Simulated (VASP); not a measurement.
# Si3Ge (R-3m) in VASP: single point with PBE

Aim: the single point of Si3Ge with PBE.

Everything below comes from runs of VASP 6.6.1. Logs are shortened: lines on timing, memory, paths and dates and some standing lists are left out, and cuts for length are marked.

## Step 1: The cell of the first run

Symmetry: R-3m, No. 166, trigonal system. Conventional cell: a = 7.829 Å, b = 7.829 Å, c = 9.579 Å, α = 90.00°, β = 90.00°, γ = 120.00°. Within 3.1 Å of Si (site symmetry m) lie 3 Si at 2.38 Å and 1 Ge at 2.42 Å. Ge (site symmetry 3m) has 3 Si at 2.42 Å and 1 Ge at 2.46 Å within 3.2 Å.

## Step 2: Single point, PBE

The input, INCAR:

```
  PREC = Accurate
  ENCUT = 520
  EDIFF = 1E-6
  ISMEAR = 0
  SIGMA = 0.1
  LREAL = F
  LASPH = T
  NELM = 60
  ALGO = Normal
  ISIF = 2
  LWAVE = F
  LCHARG = T
  GGA = PE
  LELF = T
  LVHAR = T
  NBANDS = 36
```

The input, KPOINTS:

```
regular mesh
0
Gamma
  6 6 6
```

The input, POSCAR:

```
Si3Ge
1.0
    5.5340196184     -0.0017392249     -0.0017392249
    0.0017392249     -5.5340196184      0.0017392249
    0.0017392249      0.0017392249     -5.5340196184
Si Ge
6 2
Direct
    0.2470765994      0.2469510810      0.2529234006
    0.7530489190      0.7529234006      0.2529234006
    0.2470765994      0.7529234006      0.7469510810
    0.0029234006      0.5030489190      0.4970765994
    0.4969510810     -0.0029234006      0.4970765994
    0.0029234006      0.9970765994      1.0030489190
    0.7532262773      0.2467737227      0.7467737227
    0.4967737227      0.5032262773      0.0032262773
```

Potentials or basis: VASP PAW PBE potentials, release 64 (Si, Ge_d).

Run with:

```sh
cat potpaw_PBE.64/Si/POTCAR potpaw_PBE.64/Ge_d/POTCAR > POTCAR
mpirun -np 1 vasp_std > vasp.out
```

OUTCAR:

```text
PREC = Accurate
   ENCUT = 520
   EDIFF = 1E-6
   ISMEAR = 0
   LREAL = F
   LASPH = T
   NELM = 60
   ISIF = 2
   GGA = PE

 ion  position               nearest neighbor table
   1  0.247  0.247  0.253-   5 2.38   6 2.38   4 2.38   8 2.42
   2  0.753  0.753  0.253-   4 2.38   6 2.38   5 2.38   8 2.42
   3  0.247  0.753  0.747-   4 2.38   5 2.38   6 2.38   8 2.42
   4  0.003  0.503  0.497-   2 2.38   3 2.38   1 2.38   7 2.42
   5  0.497  0.997  0.497-   1 2.38   3 2.38   2 2.38   7 2.42
   6  0.003  0.997  0.003-   1 2.38   2 2.38   3 2.38   7 2.42
   7  0.753  0.247  0.747-   6 2.42   5 2.42   4 2.42   8 2.46
   8  0.497  0.503  0.003-   3 2.42   2 2.42   1 2.42   7 2.46

  LATTYP: Found a trigonal (rhomboedric) cell.
 ALAT       =     5.5340201650
 COS(alpha) =    -0.0006284587

  Lattice vectors:

 A1 = (   0.0017392249,  -5.5340196184,   0.0017392249)
 A2 = (  -5.5340196184,   0.0017392249,   0.0017392249)
 A3 = (   0.0017392249,   0.0017392249,  -5.5340196184)

Analysis of symmetry for initial positions (statically):
=====================================================================
 Subroutine PRICEL returns:
 Original cell was already a primitive cell.

 Routine SETGRP: Setting up the symmetry group for a
 trigonal (rhombohedral) supercell.

 Subroutine GETGRP returns: Found 12 space group operations
 (whereof  2 operations were pure point group operations)
 out of a pool of 12 trial point group operations.

The static configuration has the point symmetry C_1h.
 The point group associated with its full space group is D_3d.

Analysis of symmetry for dynamics (positions and initial velocities):
=====================================================================
 Subroutine PRICEL returns:
 Original cell was already a primitive cell.

 Routine SETGRP: Setting up the symmetry group for a
 trigonal (rhombohedral) supercell.

 Subroutine GETGRP returns: Found 12 space group operations
 (whereof  2 operations were pure point group operations)
 out of a pool of 12 trial point group operations.

The dynamic configuration has the point symmetry C_1h.
 The point group associated with its full space group is D_3d.

 Subroutine INISYM returns: Found 12 space group operations
 (whereof  2 operations are pure point group operations),
 and found     1 'primitive' translations

----------------------------------------------------------------------------------------
[... 111 lines left out ...]
   ISIF   =      2    stress and relaxation
   ISYM   =      2    0-nonsym 1-usesym 2-fastsym
   POTIM  = 0.5000    time-step for ionic-motion
   TEBEG  =    0.0;   TEEND  =   0.0 temperature during run
   PSTRESS=    0.0 pullay stress
   NELECT =      52.0000    total number of electrons
   NUPDOWN=      -1.0000    fix difference up-down
   EMIN   =  10.00;   EMAX   =-10.00  energy-range for DOS
   EFERMI =   0.00;   METHOD = LEGACY
   ISMEAR =     0;   SIGMA  =   0.10  broadening in eV -4-tet -1-fermi 0-gaus
   EFERMI_NEDOS =   21; number of points for ismear=-14 and -15
   IALGO  =     38    algorithm
   IMIX   =      4    mixing-type and parameters
     AMIX     =   0.40;   BMIX     =  1.00
     AMIX_MAG =   1.60;   BMIX_MAG =  1.00
  volume/ion in A,a.u.               =      21.19       142.96
  Fermi-wavevector in a.u.,A,eV,Ry     =   1.104168  2.086576 16.588056  1.219188
  Thomas-Fermi vector in A             =   2.240637
   LORBIT       =      0    0 simple, 1 ext, 2 COOP (PROOUT), +10 PAW based schemes
   GGA     = PE    functional components
   LHFCALC =     F    Hartree Fock is set to
   AEXX    =    0.0000 exact exchange contribution
   IVDW    =     0    specifies the selected vdW correction
   LEPSILON=     F    determine dielectric tensor
   LRPA    =     F    only Hartree local field effects (RPA)
 non-spin polarized calculation
 Gauss-broadening in eV      SIGMA  =   0.10
  energy-cutoff  :      520.00
  volume of cell :      169.48
 maximum number of plane-waves:      4632
 NGX is ok and might be reduce to    42
   NGX = 21   NGY = 21   NGZ = 21

 number of electron      51.9999998 magnetization

 Free energy of the ion-electron system (eV)
  ---------------------------------------------------
  ext. energy  EPLUGINS =         0.00000000
  ---------------------------------------------------
  free energy    TOTEN  =       -41.48490860 eV

  energy without entropy =      -41.48490249  energy(sigma->0) =      -41.48490554

 E-fermi :   5.5750     XC(G=0):  -9.4539

 val. band max:        5.3505668541   @ k =   0.0000   0.0000   0.0000
 cond. band min:       5.7889114040   @ k =   0.0000   0.0000   0.0000
 fundamental gap:      0.4383445499
 Fermi energy:         5.5749917585

 k-point     1 :       0.0000    0.0000    0.0000
  band No.  band energies     occupation
      1     -18.9778      2.00000
      2     -18.8935      2.00000
      3     -18.8935      2.00000
      4     -18.8539      2.00000
      5     -18.8539      2.00000
      6     -18.8384      2.00000
[... 925 lines left out ...]
     35       9.9409      0.00000
     36      10.0308      0.00000

 [... further k-points ...]

------------------------ aborting loop because EDIFF is reached ----------------------------------------

  FORCE on cell =-STRESS in cart. coord.  units (eV):
  Direction    XX          YY          ZZ          XY          YZ          ZX
  --------------------------------------------------------------------------------------
  -------------------------------------------------------------------------------------
  Total       -0.1218980     -0.1218980     -0.1218980      0.0106576      0.0106576      0.0106576
  in kB       -1.1523524     -1.1523524     -1.1523524      0.1007512      0.1007512      0.1007512
  external PRESSURE =      -1.1523524 kB  Pullay stress =       0.0000000 kB

 VOLUME and BASIS-vectors are now :
 -----------------------------------------------------------------------------
  energy-cutoff  :      520.00
  volume of cell :      169.48
      direct lattice vectors                 reciprocal lattice vectors
     5.534019618 -0.001739225 -0.001739225     0.180700515  0.000056808  0.000056808
     0.001739225 -5.534019618  0.001739225    -0.000056808 -0.180700515 -0.000056808
     0.001739225  0.001739225 -5.534019618    -0.000056808 -0.000056808 -0.180700515

 POSITION                                       TOTAL-FORCE (eV/Angst)
 -----------------------------------------------------------------------------------
      1.36820     -1.36662     -1.39968        -0.001625     -0.003573     -0.001625
      4.16914     -4.16756     -1.39968        -0.003573     -0.001625     -0.001625
      1.36994     -4.16582     -4.13276        -0.001625     -0.001625     -0.003573
      0.01792     -2.78302     -2.74996         0.001625      0.003573      0.001625
      2.75274     -5.51784     -2.74996         0.003573      0.001625      0.001625
      0.01792     -5.51784     -0.01514         0.001625      0.001625      0.003573
      4.17010     -1.36566     -4.13354        -0.003205     -0.003205     -0.003205
      2.75004     -2.78572     -0.01784         0.003205      0.003205      0.003205
 -----------------------------------------------------------------------------------
    total drift:                                0.000000     -0.000000      0.000000

  FREE ENERGIE OF THE ION-ELECTRON SYSTEM (eV)
  ---------------------------------------------------
  free  energy   TOTEN  =       -41.4849086019 eV

  energy  without entropy=      -41.4849024864  energy(sigma->0) =      -41.48490554
```

stdout:

```text
POSCAR found type information on POSCAR SiGe
 POSCAR found :  2 types and       8 ions
 scaLAPACK will be used
 LDA part: xc-table for (Slater+PW92), standard interpolation
 POSCAR, INCAR and KPOINTS ok, starting setup
 FFT: planning ... GRIDC
 FFT: planning ... GRID_SOFT
 FFT: planning ... GRID
 WAVECAR not read
 entering main loop
```

Wall time 2.6 min (1 thread of Intel Xeon Platinum 8259CL at 2.50GHz (Skylake/Cascade Lake), shared host); peak memory 0.34 GiB.

What came out:

| Item | Value |
| --- | --- |
| Free energy | -41.4849 eV |
| Pressure | -0.1 GPa |
| Largest force | 0.006 eV/Å |
| Band gap on the k mesh | 0.44 eV, direct |

Forces in eV/Å, atoms in the order of the input:
```
Si  -0.002 -0.004 -0.002
Si  -0.004 -0.002 -0.002
Si  -0.002 -0.002 -0.004
Si   0.002  0.004  0.002
Si   0.004  0.002  0.002
Si   0.002  0.002  0.004
Ge  -0.003 -0.003 -0.003
Ge   0.003  0.003  0.003
```

Levels at points of the mesh, in eV from the valence-band top:
| k point | band 23 | band 24 | band 25 | band 26 | band 27 | band 28 | band 29 | band 30 |
| --- | --- | --- | --- | --- | --- | --- | --- | --- |
| (0.00, 0.00, 0.00) | -2.78 | -0.02 | -0.02 | 0.00 | 0.44 | 0.49 | 0.91 | 0.91 |
| (0.50, 0.00, 0.00) | -2.02 | -1.91 | -1.85 | -1.72 | 0.98 | 1.24 | 3.02 | 3.05 |
| (0.50, 0.50, 0.00) | -1.54 | -1.35 | -1.30 | -1.18 | 2.16 | 2.23 | 2.33 | 2.61 |
| (0.50, 0.50, 0.50) | -1.23 | -1.11 | -1.11 | -0.93 | 0.67 | 1.10 | 1.33 | 1.33 |
